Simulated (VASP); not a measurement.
# Hf (Fm-3m) in VASP: notebook, part 2 of 2

VASP 6.6.1.

**3. Single point, PBE**

The input, INCAR:

```
SYSTEM = Hf
  ALGO = Normal
  EDIFF = 1E-6
  ENCUT = 520
  GGA = PE
  ISIF = 2
  ISMEAR = -1
  LASPH = .TRUE.
  LCHARG = .FALSE.
  LREAL = .FALSE.
  LWAVE = .FALSE.
  NBANDS = 11
  NELM = 80
  PREC = Accurate
  SIGMA = 0.08
```

The input, KPOINTS:

```
k-points
0
G
  15 15 15
  0 0 0
```

The input, POSCAR:

```
Hf
1.0
    0.0000000000      2.1699610739      2.1699610739
    2.1699610739      0.0000000000      2.1699610739
    2.1699610739      2.1699610739      0.0000000000
Hf
1
Direct
    0.0000000000      0.0000000000      0.0000000000
```

Potentials or basis: VASP PAW PBE potentials, release 64 (Hf_pv).

Command:

```console
cat potpaw_PBE.64/Hf_pv/POTCAR > POTCAR
mpirun -np 1 vasp_std > vasp.out
```

OUTCAR:

```text
SYSTEM = Hf
   EDIFF = 1E-6
   ENCUT = 520
   GGA = PE
   ISIF = 2
   ISMEAR = -1
   LASPH = .TRUE.
   LREAL = .FALSE.
   NELM = 80
   PREC = Accurate

 ion  position               nearest neighbor table
   1  0.000  0.000  0.000-

  LATTYP: Found a face centered cubic cell.
 ALAT       =     4.3399221478

  Lattice vectors:

 A1 = (   0.0000000000,   2.1699610739,   2.1699610739)
 A2 = (   2.1699610739,   0.0000000000,   2.1699610739)
 A3 = (   2.1699610739,   2.1699610739,   0.0000000000)

Analysis of symmetry for initial positions (statically):
=====================================================================
 Subroutine PRICEL returns:
 Original cell was already a primitive cell.

 Routine SETGRP: Setting up the symmetry group for a
 face centered cubic supercell.

 Subroutine GETGRP returns: Found 48 space group operations
 (whereof 48 operations were pure point group operations)
 out of a pool of 48 trial point group operations.

The static configuration has the point symmetry O_h .

Analysis of symmetry for dynamics (positions and initial velocities):
=====================================================================
 Subroutine PRICEL returns:
 Original cell was already a primitive cell.

 Routine SETGRP: Setting up the symmetry group for a
 face centered cubic supercell.

 Subroutine GETGRP returns: Found 48 space group operations
 (whereof 48 operations were pure point group operations)
 out of a pool of 48 trial point group operations.

The dynamic configuration has the point symmetry O_h .

 Subroutine INISYM returns: Found 48 space group operations
 (whereof 48 operations are pure point group operations),
 and found     1 'primitive' translations

----------------------------------------------------------------------------------------

                                     Primitive cell

  volume of cell :      20.4355

  direct lattice vectors                    reciprocal lattice vectors
     0.000000000  2.169961074  2.169961074    -0.230418880  0.230418880  0.230418880
     2.169961074  0.000000000  2.169961074     0.230418880 -0.230418880  0.230418880
     2.169961074  2.169961074  0.000000000     0.230418880  0.230418880 -0.230418880

  length of vectors
     3.068788381  3.068788381  3.068788381     0.399097207  0.399097207  0.399097207

  position of ions in fractional coordinates (direct lattice)
     0.000000000  0.000000000  0.000000000

  ion indices of the primitive-cell ions
   primitive index   ion index
                 1           1

----------------------------------------------------------------------------------------

 KPOINTS: k-points

Automatic generation of k-mesh.
 Grid dimensions read from file:
 generate k-points for:   15   15   15

 Generating k-lattice:

  Cartesian coordinates                     Fractional coordinates (reciprocal lattice)
    -0.015361259  0.015361259  0.015361259     0.066666667  0.000000000  0.000000000
     0.015361259 -0.015361259  0.015361259     0.000000000  0.066666667  0.000000000
     0.015361259  0.015361259 -0.015361259     0.000000000  0.000000000  0.066666667

  Length of vectors
     0.026606480  0.026606480  0.026606480

  Shift w.r.t. Gamma in fractional coordinates (k-lattice)
     0.000000000  0.000000000  0.000000000

 Subroutine IBZKPT returns following result:
 ===========================================

 Found    120 irreducible k-points:

 Following reciprocal coordinates:
            Coordinates               Weight
  0.000000  0.000000  0.000000      1.000000
  0.066667  0.000000  0.000000      8.000000
  0.133333  0.000000  0.000000      8.000000
  0.200000  0.000000  0.000000      8.000000
  0.266667  0.000000  0.000000      8.000000
  0.333333  0.000000  0.000000      8.000000
[... 16 lines left out ...]
  0.133333  0.133333  0.000000      6.000000
  0.200000  0.133333  0.000000     24.000000
 [... further k-points ...]
   k-points           NKPTS =    120   k-points in BZ     NKDIM =    120   number of bands    NBANDS=     11
   number of dos      NEDOS =    301   number of ions     NIONS =      1
   total plane-waves  NPLWV =  13824
   dimension x,y,z NGX =    24 NGY =   24 NGZ =   24
   dimension x,y,z NGXF=    48 NGYF=   48 NGZF=   48
   ions per type =               1
   NGX,Y,Z   is equivalent  to a cutoff of  13.00, 13.00, 13.00 a.u.
   NGXF,Y,Z  is equivalent  to a cutoff of  26.00, 26.00, 26.00 a.u.
 SYSTEM =  Hf
   PREC   = accura    normal or accurate (medium, high low for compatibility)
   ISTART =      0    job   : 0-new  1-cont  2-samecut
   ICHARG =      2    charge: 1-file 2-atom 10-const
   ISPIN  =      1    spin polarized calculation?
   LNONCOLLINEAR =      F non collinear calculations
   LSORBIT =      F    spin-orbit coupling
   LASPH  =      T    aspherical Exc in radial PAW
   ENCUT  =  520.0 eV  38.22 Ry    6.18 a.u.   5.71  5.71  5.71*2*pi/ulx,y,z
   NELM   =     80;   NELMIN=  2; NELMDL= -5     # of ELM steps
   EDIFF  = 0.1E-05   stopping-criterion for ELM
   LREAL  =      F    real-space projection
   EDIFFG = 0.1E-04   stopping-criterion for IOM
   NSW    =      0    number of steps for IOM
   IBRION =     -1    ionic relax: 0-MD 1-quasi-New 2-CG
   NFREE  =      0    steps in history (QN), initial steepest desc. (CG)
   ISIF   =      2    stress and relaxation
   ISYM   =      2    0-nonsym 1-usesym 2-fastsym
   POTIM  = 0.5000    time-step for ionic-motion
   TEBEG  =    0.0;   TEEND  =   0.0 temperature during run
   PSTRESS=    0.0 pullay stress
   NELECT =      10.0000    total number of electrons
   NUPDOWN=      -1.0000    fix difference up-down
   EMIN   =  10.00;   EMAX   =-10.00  energy-range for DOS
   EFERMI =   0.00;   METHOD = LEGACY
   ISMEAR =    -1;   SIGMA  =   0.08  broadening in eV -4-tet -1-fermi 0-gaus
   EFERMI_NEDOS =   21; number of points for ismear=-14 and -15
   IALGO  =     38    algorithm
   IMIX   =      4    mixing-type and parameters
     AMIX     =   0.40;   BMIX     =  1.00
     AMIX_MAG =   1.60;   BMIX_MAG =  1.00
  volume/ion in A,a.u.               =      20.44       137.91
  Fermi-wavevector in a.u.,A,eV,Ry     =   1.290069  2.437877 22.643872  1.664278
  Thomas-Fermi vector in A             =   2.421923
   LORBIT       =      0    0 simple, 1 ext, 2 COOP (PROOUT), +10 PAW based schemes
   GGA     = PE    functional components
   LHFCALC =     F    Hartree Fock is set to
   AEXX    =    0.0000 exact exchange contribution
   IVDW    =     0    specifies the selected vdW correction
   LEPSILON=     F    determine dielectric tensor
   LRPA    =     F    only Hartree local field effects (RPA)
 non-spin polarized calculation
  energy-cutoff  :      520.00
  volume of cell :       20.44
 maximum number of plane-waves:       564
   NGX = 11   NGY = 11   NGZ = 11

 number of electron      10.0000000 magnetization

 Free energy of the ion-electron system (eV)
  ---------------------------------------------------
  ext. energy  EPLUGINS =         0.00000000
  ---------------------------------------------------
  free energy    TOTEN  =        -9.80074558 eV

  energy without entropy =       -9.77220642  energy(sigma->0) =       -9.78647600

 E-fermi :   5.3953     XC(G=0): -11.7040

 val. band max:        5.3923049845   @ k =   0.2667   0.1333   0.0667
 cond. band min:       5.4218308121   @ k =   0.2667   0.0000   0.0000
 fundamental gap:      0.0295258275
 Fermi energy:         5.3952562340

 k-point     1 :       0.0000    0.0000    0.0000
  band No.  band energies     occupation
      1     -24.2893      2.00000
      2     -24.2893      2.00000
      3     -24.2893      2.00000
      4      -2.1227      2.00000
      5       6.8260      0.00000
      6       6.8260      0.00000
      7       6.8260      0.00000
      8       9.9569      0.00000
      9       9.9569      0.00000
     10      17.0083      0.00000
     11      18.7691      0.00000

 k-point     2 :       0.0667    0.0000    0.0000
  band No.  band energies     occupation
      1     -24.3409      2.00000
      2     -24.2957      2.00000
      3     -24.2957      2.00000
      4      -1.9490      2.00000
      5       6.6471      0.00000
      6       6.9094      0.00000
      7       6.9094      0.00000
      8       9.8592      0.00000
      9       9.8592      0.00000
     10      17.3978      0.00000
     11      18.7685      0.00000
[... 295 lines left out ...]
 k-point    24 :       0.2000    0.1333    0.0000
  band No.  band energies     occupation
      1     -24.6137      2.00000
      2     -24.3890      2.00000
      3     -24.3802      2.00000
      4      -0.6693      2.00000
      5       5.4456      0.69525
      6       7.4903      0.00000
      7       7.6466      0.00000
      8       8.3861      0.00000
      9      10.4425      0.00000
     10      18.7652      0.00000
     11      19.7740      0.00000

 [... further k-points ...]
[... 5 lines left out ...]
  --------------------------------------------------------------------------------------
  -------------------------------------------------------------------------------------
  Total        1.4667090      1.4667090      1.4667090     -0.0000000     -0.0000000      0.0000000
  in kB      114.9922844    114.9922844    114.9922844     -0.0000000     -0.0000000      0.0000000
  external PRESSURE =     114.9922844 kB  Pullay stress =       0.0000000 kB

 VOLUME and BASIS-vectors are now :
 -----------------------------------------------------------------------------
  energy-cutoff  :      520.00
  volume of cell :       20.44
      direct lattice vectors                 reciprocal lattice vectors
     0.000000000  2.169961074  2.169961074    -0.230418880  0.230418880  0.230418880
     2.169961074  0.000000000  2.169961074     0.230418880 -0.230418880  0.230418880
     2.169961074  2.169961074  0.000000000     0.230418880  0.230418880 -0.230418880

 POSITION                                       TOTAL-FORCE (eV/Angst)
 -----------------------------------------------------------------------------------
      0.00000      0.00000      0.00000         0.000000      0.000000      0.000000
 -----------------------------------------------------------------------------------
    total drift:                               -0.000000      0.000000     -0.000000

  FREE ENERGIE OF THE ION-ELECTRON SYSTEM (eV)
  ---------------------------------------------------
  free  energy   TOTEN  =        -9.8007455808 eV

  energy  without entropy=       -9.7722064181  energy(sigma->0) =       -9.78647600
```

stdout:

```text
POSCAR found type information on POSCAR Hf
 POSCAR found :  1 types and       1 ions
 scaLAPACK will be used
 LDA part: xc-table for (Slater+PW92), standard interpolation
 POSCAR, INCAR and KPOINTS ok, starting setup
 FFT: planning ... GRIDC
 FFT: planning ... GRID_SOFT
 FFT: planning ... GRID
 WAVECAR not read
 entering main loop
```

Wall time 9.5 s (1 thread of Intel Xeon Platinum 8375C at 2.90GHz (Ice Lake), shared host); peak memory 0.15 GiB.

Results:

```yaml
Free_energy: -9.8007 eV
Pressure: 11.5 GPa
Band_gap_on_the_k_mesh: zero (band 5 reaches 6.83 eV, above the bottom of band 6 at 4.83 eV)
```

Caveat: spin-orbit coupling is left out, which moves the levels of the heavy elements.

**4. Single point, PBE**

This run uses another cell than the first one, of 22.57 Å³/atom, 1.105 times its volume.

The input, INCAR:

```
SYSTEM = Hf
PREC = Accurate ; ENCUT = 520
EDIFF = 1E-6 ; ISMEAR = -1
SIGMA = 0.08 ; LREAL = .False.
LASPH = .True. ; NELM = 100
ALGO = Normal ; ISIF = 2
LWAVE = .False. ; LCHARG = .False.
GGA = PE ; NBANDS = 11
```

The input, KPOINTS:

```
regular mesh
0
Gamma
  15 15 15
  0 0 0
```

The input, POSCAR:

```
Hf
1.0
    0.0000000000      2.2431164060      2.2431164060
    2.2431164060      0.0000000000      2.2431164060
    2.2431164060      2.2431164060      0.0000000000
Hf
1
Direct
    0.0000000000      0.0000000000      0.0000000000
```

Command:

```console
cat potpaw_PBE.64/Hf_pv/POTCAR > POTCAR
mpirun -np 1 vasp_std > vasp.out
```

Run time: 11 s. Hardware: 1 thread of Intel Xeon Platinum 8375C at 2.90GHz (Ice Lake), shared host; peak memory 0.15 GiB.

It converged, with:

| Quantity | Value |
| --- | --- |
| Free energy | -9.8694 eV |
| Pressure | -0.4 GPa |
| Band gap on the k mesh | zero (band 5 reaches 6.08 eV, above the bottom of band 6 at 4.28 eV) |

Levels at points of the mesh, in eV from the Fermi level:
```
           k point  band 1  band 2  band 3  band 4  band 5  band 6  band 7  band 8  band 9  band 10
(0.00, 0.00, 0.00)  -30.05  -30.05  -30.05   -7.18    1.40    1.40    1.40    4.15    4.15    11.28
```

Caveat: spin-orbit coupling is left out, which moves the levels of the heavy elements.

**5. Relaxation of cell and atoms, PBE, target pressure 12 GPa, at which the enthalpy is minimised**

The input, INCAR:

```
ALGO     = Normal         # electronic algorithm
EDIFF    = 1E-6           # SCF threshold, eV
EDIFFG   = -0.005         # ionic threshold
ENCUT    = 600            # plane-wave cutoff, eV
GGA      = PE             # functional
IBRION   = 2              # ionic algorithm
ISIF     = 3              # what is computed and relaxed
ISMEAR   = -1             # smearing method
LASPH    = True           # aspherical terms in the spheres
LCHARG   = False          # write CHGCAR
LREAL    = False          # projectors in reciprocal space
LWAVE    = False          # write WAVECAR
NELM     = 80             # most SCF steps
NSW      = 32             # ionic steps
PREC     = Accurate       # precision mode
PSTRESS  = 120.0        
SIGMA    = 0.08           # smearing width, eV
```

The input, KPOINTS:

```
k-points
0
Gamma
  15 15 15
```

The input, POSCAR:

```
Hf
1.0
    0.0000000000      2.1697670247      2.1697670247
    2.1697670247      0.0000000000      2.1697670247
    2.1697670247      2.1697670247      0.0000000000
Hf
1
Direct
    0.0000000000      0.0000000000      0.0000000000
```

Command:

```console
cat potpaw_PBE.64/Hf_pv/POTCAR > POTCAR
mpirun -np 1 vasp_std > vasp.out
```

Wall time 46 s (1 thread of Intel Xeon Platinum 8375C at 2.90GHz (Ice Lake), shared host); peak memory 0.18 GiB.

The run converged. Its results:

```
Free energy                                            : -9.7955 eV
Relaxed volume                                         : 20.36 Å³/atom
Relaxed cell                                           : a = 3.065 Å, b = 3.065 Å, c = 3.065 Å, α = 60.00°, β = 60.00°, γ = 60.00°
Space group after relaxing (to 0.05 Å)                 : Fm-3m (No. 225)
Energy change on relaxing (the enthalpy is what falls) : +5.0 meV/atom
Ionic steps                                            : 3
Pressure after relaxing                                : 12.0 GPa
Band gap on the k mesh                                 : zero (band 5 reaches 6.85 eV, above the bottom of band 6 at 4.86 eV)
```

The path:
```csv
step,energy change (eV),largest force (eV/Å),pressure (GPa),volume (Å³)
1,0.0000,0.0000,11.55,20.43
2,0.0129,0.0000,12.71,20.26
3,0.0050,0.0000,12.01,20.36
```

Final structure:
```
Hf
1.0
     0.00000    2.16735    2.16735
     2.16735    0.00000    2.16735
     2.16735    2.16735    0.00000
Hf
1
Cartesian
  0.0000 0.0000 0.0000
```

Levels at points of the mesh, in eV from the Fermi level:
```tsv
k point	band 1	band 2	band 3	band 4	band 5	band 6	band 7	band 8	band 9
(0.00, 0.00, 0.00)	-29.67	-29.67	-29.67	-7.53	1.43	1.43	1.43	4.58	4.58
```

Caveat: the cell is relaxed towards a set pressure, so the enthalpy falls and the energy may rise; spin-orbit coupling is left out, which moves the levels of the heavy elements.

**6. Summary**

```csv
task,cell,cutoff (eV),gap on the mesh (eV),pressure (GPa)
single point,"a = 3.069 Å, angles 60.0°, 1 atom",520,none,11.5
single point,"a = 3.172 Å, angles 60.0°, 1 atom",520,none,-0.4
relaxation of cell and atoms,"relaxed to 12 GPa from a = 3.069 Å, angles 60.0°, 1 atom",600,none,12.0
```

Alike in all rows: level PBE; potentials or basis VASP PAW PBE potentials, release 64 (Hf_pv); no spin polarisation; k mesh 15 × 15 × 15; smearing fermi-dirac 0.08 eV.

Caveats: spin-orbit coupling is left out, which moves the levels of the heavy elements; the cell is relaxed towards a set pressure, so the enthalpy falls and the energy may rise (some runs).

Total energies depend on the potentials used, so only differences within one code and one set of settings carry meaning.
